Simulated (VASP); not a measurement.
# CoH4 (P-1) in VASP: relaxation of cell and atoms with PBE

Aim: the relaxation of cell and atoms of CoH4 with PBE.

All numbers are computed with VASP 6.6.1; they aren't measurements. Logs are shortened: lines on timing, memory, paths and dates and some standing lists are left out, and cuts for length are marked.

### Step 1. The cell of the first run

The typed cell holds 10 atoms: a = 2.513 Å, b = 2.514 Å, c = 9.617 Å, α = 92.05°, β = 92.16°, γ = 94.32°.

### Step 2. Relaxation of cell and atoms, PBE

File INCAR:

```
PREC = Accurate
ENCUT = 690
EDIFF = 1E-7
ISMEAR = 0
SIGMA = 0.1
LREAL = F
LASPH = T
NELM = 120
ALGO = Normal
ISIF = 3
LWAVE = F
LCHARG = F
GGA = PE
IBRION = 2
NSW = 90
EDIFFG = -0.04
GGA_COMPAT = F
NELMIN = 4
```

File KPOINTS:

```
regular mesh
0
Gamma
  6 6 2
```

File POSCAR:

```
CoH4
1.0
    2.5132738494      0.0000000000      0.0000000000
   -0.1893318572      2.5066901121      0.0000000000
   -0.3623912505     -0.3729950580      9.6030716325
Co H
2 8
Direct
    0.2481791603      0.2290011626      0.7500461220
    0.7518208397      0.7709988374      0.2499538780
    0.2646145567      0.7447231801      0.8563605974
    0.2683268346      0.7868479730      0.3562960456
    0.2353075507      0.7552593430      0.1436152110
    0.2316259559      0.7131891857      0.6437303750
    0.7353854433      0.2552768199      0.1436394026
    0.7316731654      0.2131520270      0.6437039544
    0.7646924493      0.2447406570      0.8563847890
    0.7683740441      0.2868108143      0.3562696250
```

Potentials or basis: VASP PAW PBE potentials, release 64 (Co_sv, H).

Started as:

```sh
$ cat potpaw_PBE.64/Co_sv/POTCAR potpaw_PBE.64/H/POTCAR > POTCAR
$ mpirun -np 1 vasp_std > vasp.out
```

OUTCAR:

```text
PREC = Accurate
   ENCUT = 690
   EDIFF = 1E-7
   ISMEAR = 0
   LREAL = F
   LASPH = T
   NELM = 120
   ISIF = 3
   GGA = PE
   IBRION = 2
   NSW = 90
   EDIFFG = -0.04
   NELMIN = 4

 ion  position               nearest neighbor table
   1  0.248  0.229  0.750-   3 1.62   8 1.62   9 1.62   9 1.62   6 1.62   8 1.62   6 1.62   3 1.62

   2  0.752  0.771  0.250-   7 1.62   4 1.62   5 1.62   5 1.62  10 1.62   4 1.62  10 1.62   7 1.62

   3  0.265  0.745  0.856-   1 1.62   1 1.62
   4  0.268  0.787  0.356-   2 1.62   2 1.62
   5  0.235  0.755  0.144-   2 1.62   2 1.62
   6  0.232  0.713  0.644-   1 1.62   1 1.62
   7  0.735  0.255  0.144-   2 1.62   2 1.62
   8  0.732  0.213  0.644-   1 1.62   1 1.62
   9  0.765  0.245  0.856-   1 1.62   1 1.62
  10  0.768  0.287  0.356-   2 1.62   2 1.62

  LATTYP: Found a triclinic cell.
 ALAT       =     3.4182161578
 B/A-ratio  =     0.7352588992
 C/A-ratio  =     2.8134975828
 COS(alpha) =     0.0376817995
 COS(beta)  =     0.0540605872
 COS(gamma) =     0.6798698166

  Lattice vectors:

 A1 = (   2.3239419922,   2.5066901121,   0.0000000000)
 A2 = (   2.5132738494,   0.0000000000,   0.0000000000)
 A3 = (   0.3623912505,   0.3729950580,  -9.6030716325)

Analysis of symmetry for initial positions (statically):
=====================================================================
 Subroutine PRICEL returns:
 Original cell was already a primitive cell.

 Routine SETGRP: Setting up the symmetry group for a
 triclinic supercell.

 Subroutine GETGRP returns: Found  2 space group operations
 (whereof  2 operations were pure point group operations)
 out of a pool of  2 trial point group operations.

The static configuration has the point symmetry S_2 .

Analysis of symmetry for dynamics (positions and initial velocities):
=====================================================================
 Subroutine PRICEL returns:
 Original cell was already a primitive cell.

 Routine SETGRP: Setting up the symmetry group for a
 triclinic supercell.

 Subroutine GETGRP returns: Found  2 space group operations
 (whereof  2 operations were pure point group operations)
 out of a pool of  2 trial point group operations.

The dynamic configuration has the point symmetry S_2 .

 Subroutine INISYM returns: Found  2 space group operations
 (whereof  2 operations are pure point group operations),
 and found     1 'primitive' translations

----------------------------------------------------------------------------------------
[... 114 lines left out ...]
   NFREE  =      1    steps in history (QN), initial steepest desc. (CG)
   ISIF   =      3    stress and relaxation
   ISYM   =      2    0-nonsym 1-usesym 2-fastsym
   POTIM  = 0.5000    time-step for ionic-motion
   TEBEG  =    0.0;   TEEND  =   0.0 temperature during run
   PSTRESS=    0.0 pullay stress
   NELECT =      42.0000    total number of electrons
   NUPDOWN=      -1.0000    fix difference up-down
   EMIN   =  10.00;   EMAX   =-10.00  energy-range for DOS
   EFERMI =   0.00;   METHOD = LEGACY
   ISMEAR =     0;   SIGMA  =   0.10  broadening in eV -4-tet -1-fermi 0-gaus
   EFERMI_NEDOS =   21; number of points for ismear=-14 and -15
   IALGO  =     38    algorithm
   IMIX   =      4    mixing-type and parameters
     AMIX     =   0.40;   BMIX     =  1.00
     AMIX_MAG =   1.60;   BMIX_MAG =  1.00
  volume/ion in A,a.u.               =       6.05        40.83
  Fermi-wavevector in a.u.,A,eV,Ry     =   1.449576  2.739302 28.589530  2.101271
  Thomas-Fermi vector in A             =   2.567287
   LORBIT       =      0    0 simple, 1 ext, 2 COOP (PROOUT), +10 PAW based schemes
   GGA     = PE    functional components
   LHFCALC =     F    Hartree Fock is set to
   AEXX    =    0.0000 exact exchange contribution
   IVDW    =     0    specifies the selected vdW correction
   LEPSILON=     F    determine dielectric tensor
   LRPA    =     F    only Hartree local field effects (RPA)
 conjugate gradient relaxation of ions
 non-spin polarized calculation
 Gauss-broadening in eV      SIGMA  =   0.10
  energy-cutoff  :      690.00
  volume of cell :       60.50
 maximum number of plane-waves:      2520
 NGX is ok and might be reduce to    24
   NGX = 11   NGY = 11   NGZ = 41

--------------------------------------- Ionic step        1  -------------------------------------------

 number of electron      42.0000028 magnetization

 Free energy of the ion-electron system (eV)
  ---------------------------------------------------
  ext. energy  EPLUGINS =         0.00000000
  ---------------------------------------------------
  free energy    TOTEN  =       -39.61694418 eV

  energy without entropy =      -39.60528226  energy(sigma->0) =      -39.61111322

------------------------ aborting loop because EDIFF is reached ----------------------------------------

  FORCE on cell =-STRESS in cart. coord.  units (eV):
  Direction    XX          YY          ZZ          XY          YZ          ZX
  --------------------------------------------------------------------------------------
  -------------------------------------------------------------------------------------
  Total        1.6680928      1.9210803     -0.2116743      1.8040237      0.0053960      0.0013810
  in kB       44.1753667     50.8751242     -5.6056775     47.7751635      0.1429007      0.0365722
  external PRESSURE =      29.8149378 kB  Pullay stress =       0.0000000 kB
[... 31 lines left out ...]
--------------------------------------- Ionic step        2  -------------------------------------------

 number of electron      42.0000057 magnetization

 E-fermi :   3.3406     XC(G=0): -10.0321

 val. band max:        3.2941217784   @ k =   0.5000   0.5000   0.0000
 cond. band min:       3.3825481888   @ k =  -0.3333   0.1667   0.5000
 fundamental gap:      0.0884264104
 Fermi energy:         3.3406238872

 k-point     1 :       0.0000    0.0000    0.0000
  band No.  band energies     occupation
      1     -91.8409      2.00000
      2     -91.8409      2.00000
      3     -55.1138      2.00000
      4     -55.1138      2.00000
      5     -55.0693      2.00000
      6     -55.0692      2.00000
[... 842 lines left out ...]
--------------------------------------- Ionic step        5  -------------------------------------------

 number of electron      42.0000055 magnetization

 Free energy of the ion-electron system (eV)
  ---------------------------------------------------
  ext. energy  EPLUGINS =         0.00000000
  ---------------------------------------------------
  free energy    TOTEN  =       -39.71485811 eV

  energy without entropy =      -39.70894879  energy(sigma->0) =      -39.71190345

 E-fermi :   3.1881     XC(G=0):  -9.9711

 val. band max:        3.1098867720   @ k =   0.3333   0.1667  -0.0000
 cond. band min:       3.2699866422   @ k =   0.3333   0.1667   0.5000
 fundamental gap:      0.1600998701
 Fermi energy:         3.1880581085

 k-point     1 :       0.0000    0.0000    0.0000
  band No.  band energies     occupation
      1     -92.0029      2.00000
      2     -92.0029      2.00000
      3     -55.2809      2.00000
      4     -55.2808      2.00000
      5     -55.2686      2.00000
      6     -55.2685      2.00000
[... 748 lines left out ...]
  FREE ENERGIE OF THE ION-ELECTRON SYSTEM (eV)
  ---------------------------------------------------
  free  energy   TOTEN  =       -39.7148581131 eV

  energy  without entropy=      -39.7089487879  energy(sigma->0) =      -39.71190345

 reached required accuracy - stopping structural energy minimisation
```

Wall time 6.7 min (1 thread of Intel Xeon Platinum 8259CL at 2.50GHz (Skylake/Cascade Lake), shared host); peak memory 0.25 GiB.

Results:

```
Free energy                           : -39.7149 eV
Relaxed volume                        : 6.23 Å³/atom
Relaxed cell                          : a = 2.562 Å, b = 2.562 Å, c = 9.518 Å, α = 92.25°, β = 92.36°, γ = 90.77°
Space group after relaxing (to 0.1 Å) : P-1 (No. 2)
Energy gained by relaxing             : 9.8 meV/atom
Ionic steps                           : 5
Pressure after relaxing               : -0.6 GPa
Largest force after relaxing          : 0.004 eV/Å
Band gap on the k mesh                : zero (bands 21 and 22 overlap by 2.65 eV)
```

Forces in eV/Å, atoms in the order of the input:
```
Co   0.000  0.001 -0.001
Co   0.000 -0.001  0.001
H    0.001 -0.001 -0.003
H   -0.001  0.001 -0.004
H    0.000  0.000  0.004
H    0.000  0.000  0.003
H   -0.001  0.001  0.003
H    0.001 -0.001  0.004
H    0.000  0.000 -0.004
H    0.000  0.000 -0.003
```

Stress tensor (GPa, compression positive):
```
-0.91  0.67  0.01
 0.67 -0.79  0.01
 0.01  0.01 -0.11
```

Step by step:
| step | energy change (eV) | largest force (eV/Å) | pressure (GPa) | volume (Å³) |
| --- | --- | --- | --- | --- |
| 1 | 0.0000 | 0.0198 | 2.98 | 60.50 |
| 2 | -0.0499 | 0.0718 | 0.65 | 61.48 |
| 3 | -0.0746 | 0.1570 | -3.39 | 63.37 |
| 4 | -0.0768 | 0.1398 | -2.54 | 62.94 |
| 5 | -0.0979 | 0.0042 | -0.61 | 62.35 |

Final structure:
```
Co H
1.0
     2.56041    0.07936    0.00013
    -0.11373    2.55909    0.00023
    -0.38048   -0.39220    9.50204
Co H
2 8
Direct
  0.24819 0.22893 0.75004
  0.75181 0.77107 0.24996
  0.26451 0.74452 0.85516
  0.26809 0.78673 0.35509
  0.23556 0.75539 0.14483
  0.23177 0.71340 0.64493
  0.73549 0.25548 0.14484
  0.73191 0.21327 0.64491
  0.76444 0.24461 0.85517
  0.76823 0.28660 0.35507
```

Caveat: the k points lie up to 0.41 Å⁻¹ apart in the final cell, too coarse for converged energies and pressures of a metal; the run has no spin polarisation, though such a crystal can be magnetic. Spin polarisation is off, so any magnetic state and its effect on volume and gap are missing.

The gap in the log of VASP goes by the Fermi energy; the results here count the filled bands.